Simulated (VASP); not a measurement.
# NbAl2C2 (P-6m2) in VASP: relaxation of cell and atoms with PBE

Aim: the relaxation of cell and atoms of NbAl2C2 with PBE.

All numbers are computed with VASP 6.6.1; they aren't measurements. Logs are shortened: lines on timing, memory, paths and dates and some standing lists are left out, and cuts for length are marked.

### Step 1. The cell of the first run

The structure is hexagonal, space group P-6m2 (No. 187). The conventional cell has a = 3.295 Å, b = 3.295 Å, c = 8.063 Å, α = 90.00°, β = 90.00°, γ = 120.00°. Within 3.5 Å of Al (site symmetry 3m) lie 6 C at 2.65 Å and 3 Nb at 2.90 Å and 6 Al at 3.30 Å. Within 3.8 Å of Nb (site symmetry -6m2) lie 6 Al at 2.90 Å and 6 Nb at 3.30 Å. Within 2.5 Å of C (site symmetry -6m2) lie 3 C at 1.90 Å. Within 2.5 Å of C (site symmetry -6m2) lie 3 C at 1.90 Å.

The cell was generated, and may not be a known phase.

### Step 2. Relaxation of cell and atoms, PBE

The input, INCAR:

```
SYSTEM = NbAl2C2
PREC = Accurate
ENCUT = 1300
EDIFF = 1E-7
ISMEAR = 0
SIGMA = 0.1
LREAL = .False.
LASPH = .True.
NELM = 120
ALGO = Normal
ISIF = 3
LWAVE = .False.
LCHARG = .False.
GGA = PE
IBRION = 2
NSW = 90
EDIFFG = -0.04
GGA_COMPAT = .False.
NELMIN = 4
```

The input, KPOINTS:

```
Automatic mesh
0
Gamma
  6 6 2
  0 0 0
```

The input, POSCAR:

```
NbAl2C2
1.0
    3.2952544000      0.0000000000      0.0000000000
   -1.6476272000      2.8537740200      0.0000000000
    0.0000000000      0.0000000000      8.0633918300
Al Nb C
2 1 2
Direct
    0.6666666700      0.3333333300      0.7286395900
    0.6666666700      0.3333333300      0.2713604100
    0.0000000000      0.0000000000      0.0000000000
    0.0000000000      0.0000000000      0.5000000000
    0.3333333300      0.6666666700      0.5000000000
```

Potentials or basis: VASP PAW PBE potentials, release 64 (Al, Nb_sv, C_h).

Command:

```
$ cat potpaw_PBE.64/Al/POTCAR potpaw_PBE.64/Nb_sv/POTCAR potpaw_PBE.64/C_h/POTCAR > POTCAR
$ mpirun -np 1 vasp_std > vasp.out
```

OUTCAR:

```text
SYSTEM = NbAl2C2
   PREC = Accurate
   ENCUT = 1300
   EDIFF = 1E-7
   ISMEAR = 0
   LREAL = .False.
   LASPH = .True.
   NELM = 120
   ISIF = 3
   GGA = PE
   IBRION = 2
   NSW = 90
   EDIFFG = -0.04
   NELMIN = 4

 ion  position               nearest neighbor table
   1  0.667  0.333  0.729-   3 2.90   3 2.90   3 2.90
   2  0.667  0.333  0.271-   3 2.90   3 2.90   3 2.90
   3  0.000  0.000  0.000-   1 2.90   2 2.90   1 2.90   2 2.90   1 2.90   2 2.90
   4  0.000  0.000  0.500-
   5  0.333  0.667  0.500-

  LATTYP: Found a hexagonal cell.
 ALAT       =     3.2952544000
 C/A-ratio  =     2.4469709622

  Lattice vectors:

 A1 = (   3.2952544000,   0.0000000000,   0.0000000000)
 A2 = (  -1.6476272000,   2.8537740200,   0.0000000000)
 A3 = (   0.0000000000,   0.0000000000,   8.0633918300)

Analysis of symmetry for initial positions (statically):
=====================================================================
 Subroutine PRICEL returns:
 Original cell was already a primitive cell.

 Routine SETGRP: Setting up the symmetry group for a
 hexagonal supercell.

 Subroutine GETGRP returns: Found 12 space group operations
 (whereof 12 operations were pure point group operations)
 out of a pool of 24 trial point group operations.

The static configuration has the point symmetry D_3h.

Analysis of symmetry for dynamics (positions and initial velocities):
=====================================================================
 Subroutine PRICEL returns:
 Original cell was already a primitive cell.

 Routine SETGRP: Setting up the symmetry group for a
 hexagonal supercell.

 Subroutine GETGRP returns: Found 12 space group operations
 (whereof 12 operations were pure point group operations)
 out of a pool of 24 trial point group operations.

The dynamic configuration has the point symmetry D_3h.

 Subroutine INISYM returns: Found 12 space group operations
 (whereof 12 operations are pure point group operations),
 and found     1 'primitive' translations

----------------------------------------------------------------------------------------

                                     Primitive cell

  volume of cell :      75.8274

  direct lattice vectors                    reciprocal lattice vectors
     3.295254400  0.000000000  0.000000000     0.303466707  0.175206585  0.000000000
    -1.647627200  2.853774020  0.000000000     0.000000000  0.350413170  0.000000000
     0.000000000  0.000000000  8.063391830     0.000000000  0.000000000  0.124017290

  length of vectors
     3.295254400  3.295254398  8.063391830     0.350413170  0.350413170  0.124017290

  position of ions in fractional coordinates (direct lattice)
     0.666666670  0.333333330  0.728639590
     0.666666670  0.333333330  0.271360410
     0.000000000  0.000000000  0.000000000
     0.000000000  0.000000000  0.500000000
     0.333333330  0.666666670  0.500000000

  ion indices of the primitive-cell ions
   primitive index   ion index
                 1           1
                 2           2
                 3           3
                 4           4
                 5           5

----------------------------------------------------------------------------------------

 KPOINTS: Automatic mesh

Automatic generation of k-mesh.
 Grid dimensions read from file:
 generate k-points for:    6    6    2

 Generating k-lattice:

  Cartesian coordinates                     Fractional coordinates (reciprocal lattice)
     0.050577784  0.029201097  0.000000000     0.166666667  0.000000000  0.000000000
     0.000000000  0.058402195  0.000000000     0.000000000  0.166666667  0.000000000
     0.000000000  0.000000000  0.062008645     0.000000000  0.000000000  0.500000000

  Length of vectors
     0.058402195  0.058402195  0.062008645

  Shift w.r.t. Gamma in fractional coordinates (k-lattice)
     0.000000000  0.000000000  0.000000000

 Subroutine IBZKPT returns following result:
 ===========================================

 Found     14 irreducible k-points:

 Following reciprocal coordinates:
            Coordinates               Weight
  0.000000  0.000000  0.000000      1.000000
  0.166667  0.000000  0.000000      6.000000
  0.333333  0.000000  0.000000      6.000000
  0.500000  0.000000  0.000000      3.000000
  0.166667  0.166667  0.000000      6.000000
  0.333333  0.166667  0.000000     12.000000
  0.333333  0.333333  0.000000      2.000000
  0.000000  0.000000  0.500000      1.000000
  0.166667  0.000000  0.500000      6.000000
  0.333333  0.000000  0.500000      6.000000
  0.500000  0.000000  0.500000      3.000000
  0.166667  0.166667  0.500000      6.000000
  0.333333  0.166667  0.500000     12.000000
  0.333333  0.333333  0.500000      2.000000
   k-points           NKPTS =     14   k-points in BZ     NKDIM =     14   number of bands    NBANDS=     17
   number of dos      NEDOS =    301   number of ions     NIONS =      5
   total plane-waves  NPLWV = 153600
   dimension x,y,z NGX =    40 NGY =   40 NGZ =   96
   dimension x,y,z NGXF=    80 NGYF=   80 NGZF=  192
   ions per type =               2   1   2
   NGX,Y,Z   is equivalent  to a cutoff of  20.18, 20.18, 19.79 a.u.
   NGXF,Y,Z  is equivalent  to a cutoff of  40.36, 40.36, 39.59 a.u.
 SYSTEM =  NbAl2C2
   PREC   = accura    normal or accurate (medium, high low for compatibility)
   ISTART =      0    job   : 0-new  1-cont  2-samecut
   ICHARG =      2    charge: 1-file 2-atom 10-const
   ISPIN  =      1    spin polarized calculation?
   LNONCOLLINEAR =      F non collinear calculations
   LSORBIT =      F    spin-orbit coupling
   LASPH  =      T    aspherical Exc in radial PAW
   ENCUT  = 1300.0 eV  95.55 Ry    9.77 a.u.   9.69  9.69 23.71*2*pi/ulx,y,z
   NELM   =    120;   NELMIN=  4; NELMDL= -5     # of ELM steps
   EDIFF  = 0.1E-06   stopping-criterion for ELM
   LREAL  =      F    real-space projection
   EDIFFG = -.4E-01   stopping-criterion for IOM
   NSW    =     90    number of steps for IOM
   IBRION =      2    ionic relax: 0-MD 1-quasi-New 2-CG
   NFREE  =      1    steps in history (QN), initial steepest desc. (CG)
   ISIF   =      3    stress and relaxation
   ISYM   =      2    0-nonsym 1-usesym 2-fastsym
   POTIM  = 0.5000    time-step for ionic-motion
   TEBEG  =    0.0;   TEEND  =   0.0 temperature during run
   PSTRESS=    0.0 pullay stress
   NELECT =      27.0000    total number of electrons
   NUPDOWN=      -1.0000    fix difference up-down
   EMIN   =  10.00;   EMAX   =-10.00  energy-range for DOS
   EFERMI =   0.00;   METHOD = LEGACY
   ISMEAR =     0;   SIGMA  =   0.10  broadening in eV -4-tet -1-fermi 0-gaus
   EFERMI_NEDOS =   21; number of points for ismear=-14 and -15
   IALGO  =     38    algorithm
   IMIX   =      4    mixing-type and parameters
     AMIX     =   0.40;   BMIX     =  1.00
     AMIX_MAG =   1.60;   BMIX_MAG =  1.00
  volume/ion in A,a.u.               =      15.17       102.34
  Fermi-wavevector in a.u.,A,eV,Ry     =   1.160345  2.192735 18.318907  1.346402
  Thomas-Fermi vector in A             =   2.296929
   LORBIT       =      0    0 simple, 1 ext, 2 COOP (PROOUT), +10 PAW based schemes
   GGA     = PE    functional components
   LHFCALC =     F    Hartree Fock is set to
   AEXX    =    0.0000 exact exchange contribution
   IVDW    =     0    specifies the selected vdW correction
   LEPSILON=     F    determine dielectric tensor
   LRPA    =     F    only Hartree local field effects (RPA)
 conjugate gradient relaxation of ions
 non-spin polarized calculation
 Gauss-broadening in eV      SIGMA  =   0.10
  energy-cutoff  :     1300.00
  volume of cell :       75.83
 maximum number of plane-waves:      8123
 NGX is ok and might be reduce to    40
   NGX = 19   NGY = 19   NGZ = 47

--------------------------------------- Ionic step        1  -------------------------------------------

 number of electron      27.0000000 magnetization

 Free energy of the ion-electron system (eV)
  ---------------------------------------------------
  ext. energy  EPLUGINS =         0.00000000
  ---------------------------------------------------
  free energy    TOTEN  =       -29.35327366 eV

  energy without entropy =      -29.33567317  energy(sigma->0) =      -29.34447342

------------------------ aborting loop because EDIFF is reached ----------------------------------------

  FORCE on cell =-STRESS in cart. coord.  units (eV):
  Direction    XX          YY          ZZ          XY          YZ          ZX
  --------------------------------------------------------------------------------------
  -------------------------------------------------------------------------------------
  Total      -13.6296868    -13.6296868     -2.7540366      0.0000000      0.0000000      0.0000000
  in kB     -287.9851981   -287.9851977    -58.1907567      0.0000000      0.0000000      0.0000000
  external PRESSURE =    -211.3870508 kB  Pullay stress =       0.0000000 kB
[... 98 lines left out ...]
  FREE ENERGIE OF THE ION-ELECTRON SYSTEM (eV)
  ---------------------------------------------------
  free  energy   TOTEN  =       -31.4377025670 eV

  energy  without entropy=      -31.4259873242  energy(sigma->0) =      -31.43184495

 E-fermi :  10.5428     XC(G=0): -11.7060

 val. band max:       10.5422559094   @ k =   0.1667   0.1667   0.5000
 cond. band min:      10.8496826047   @ k =   0.3333   0.3333   0.5000
 fundamental gap:      0.3074266953
 Fermi energy:        10.5428198350

 k-point     1 :       0.0000    0.0000    0.0000
  band No.  band energies     occupation
      1     -44.3037      2.00000
      2     -20.4292      2.00000
      3     -18.4787      2.00000
      4     -18.4787      2.00000
      5      -9.6010      2.00000
      6      -0.7520      2.00000
[... 9 lines left out ...]
     16      14.5502      0.00000
     17      15.6038      0.00000
[... 243 lines left out ...]
      1     -43.5031      2.00000
      2     -20.8578      2.00000
      3     -20.8569      2.00000
      4     -19.7272      2.00000
      5      -3.0170      2.00000
      6      -3.0024      2.00000
[... 9 lines left out ...]
     16      10.8497      0.00001
     17      11.7448      0.00000

[... ionic steps 4 to 34 ...]

--------------------------------------- Ionic step       35  -------------------------------------------

 number of electron      27.0000001 magnetization

------------------------ aborting loop because EDIFF is reached ----------------------------------------

  FORCE on cell =-STRESS in cart. coord.  units (eV):
  Direction    XX          YY          ZZ          XY          YZ          ZX
  --------------------------------------------------------------------------------------
  -------------------------------------------------------------------------------------
  Total       -0.0077682     -0.0077682     -0.0695691      0.0000000      0.0000000      0.0000000
  in kB       -0.1643867     -0.1643867     -1.4721842      0.0000000      0.0000000      0.0000000
  external PRESSURE =      -0.6003192 kB  Pullay stress =       0.0000000 kB
[... 63 lines left out ...]
  energy  without entropy=      -34.5690238827  energy(sigma->0) =      -34.57144217

--------------------------------------- Ionic step       37  -------------------------------------------

 number of electron      27.0000000 magnetization

 Free energy of the ion-electron system (eV)
  ---------------------------------------------------
  ext. energy  EPLUGINS =         0.00000000
  ---------------------------------------------------
  free energy    TOTEN  =       -34.57605134 eV

  energy without entropy =      -34.57147787  energy(sigma->0) =      -34.57376461

 E-fermi :   7.1081     XC(G=0): -10.3054

 val. band max:        7.0441729487   @ k =   0.5000   0.0000   0.5000
 cond. band min:       7.1149183688   @ k =   0.3333   0.3333   0.0000
 fundamental gap:      0.0707454201
 Fermi energy:         7.1081045513

 k-point     1 :       0.0000    0.0000    0.0000
  band No.  band energies     occupation
      1     -47.5595      2.00000
      2     -23.7376      2.00000
      3     -22.1782      2.00000
      4     -22.1782      2.00000
      5     -10.8546      2.00000
      6      -2.5376      2.00000
[... 9 lines left out ...]
     16      10.3084      0.00000
     17      11.5901      0.00000
[... 290 lines left out ...]
  FREE ENERGIE OF THE ION-ELECTRON SYSTEM (eV)
  ---------------------------------------------------
  free  energy   TOTEN  =       -34.5760513391 eV

  energy  without entropy=      -34.5714778722  energy(sigma->0) =      -34.57376461

 reached required accuracy - stopping structural energy minimisation
```

Wall time 26 min (1 thread of Intel Xeon Platinum 8559C (Emerald Rapids), shared host); peak memory 0.53 GiB.

Results:

- Free energy: -34.5761 eV
- Relaxed volume: 14.91 Å³/atom
- Relaxed cell: a = 2.638 Å, b = 2.638 Å, c = 12.373 Å, α = 90.00°, β = 90.00°, γ = 120.00°
- Space group after relaxing (to 0.1 Å): P-6m2 (No. 187)
- Energy gained by relaxing: 1044.6 meV/atom
- Ionic steps: 37
- Pressure after relaxing: 0.0 GPa
- Largest force after relaxing: 0.035 eV/Å
- Band gap on the k mesh: zero (an odd number of electrons rules out a gap without spin polarisation)

Forces on the atoms (eV/Å):
```
Al   0.000  0.000 -0.035
Al   0.000  0.000  0.035
Nb   0.000  0.000  0.000
C    0.000  0.000  0.000
C    0.000  0.000  0.000
```

The path:
```tsv
step	energy change (eV)	largest force (eV/Å)	pressure (GPa)	volume (Å³)
1	0.0000	0.2151	-21.14	75.83
2	-2.0770	0.1279	9.53	55.68
3	-2.0844	0.2104	5.71	56.71
4	-2.6253	1.5561	4.88	57.04
5	-3.6633	1.0748	32.67	55.67
6	-3.8119	1.4453	14.64	56.62
7	-3.9169	1.6095	21.01	56.29
8	-3.8656	1.3229	26.49	56.00
9	-3.9044	1.4307	24.14	56.12
10	-4.1564	1.0628	18.99	58.43
11	-4.2994	0.8534	14.63	61.10
12	-4.2815	0.8076	9.34	66.43
13	-4.3404	0.7814	11.84	63.43
14	-4.5125	0.8110	4.49	64.96
15	-4.5598	0.8518	-1.92	66.51
16	-4.5599	0.8492	-1.59	66.43
17	-4.5811	0.8293	-1.43	66.25
18	-4.6403	0.7630	-0.88	65.74
19	-4.7318	0.6101	0.75	64.70
20	-4.7604	0.0397	5.51	62.60
21	-4.7827	0.3630	2.96	63.60
22	-4.7850	0.2781	3.50	63.36
23	-4.8203	0.2365	0.65	64.67
24	-4.8307	0.2021	-1.72	65.89
25	-4.8559	0.2149	-1.76	66.32
26	-4.9427	0.2173	-1.90	67.60
27	-5.0994	0.0038	-2.15	70.15
28	-5.1557	0.4619	-1.18	75.23
29	-5.2014	0.2690	2.90	74.44
30	-5.2030	0.3011	2.24	74.56
31	-5.2173	0.0401	-0.29	76.13
32	-5.2174	0.0611	-0.10	75.99
33	-5.2174	0.0656	-0.06	75.96
34	-5.2178	0.0642	-0.04	75.90
35	-5.2188	0.0601	-0.06	75.71
36	-5.2206	0.0518	-0.05	75.33
37	-5.2228	0.0353	-0.05	74.57
```

Final structure:
```
Al Nb C
1.0
     2.63810    0.00000    0.00000
    -1.31905    2.28466    0.00000
     0.00000    0.00000   12.37291
Al Nb C
2 1 2
Cartesian
  1.3190 0.7616 9.8505
  1.3190 0.7616 2.5224
  0.0000 0.0000 0.0000
  0.0000 0.0000 6.1865
  0.0000 1.5231 6.1865
```

Caveat: the k points lie up to 0.46 Å⁻¹ apart in the final cell, too coarse for converged energies and pressures of a metal; a cell axis changed by over 15 % at a fixed basis, so the end point is rough.

The gap in the log of VASP goes by the Fermi energy; the results here count the filled bands.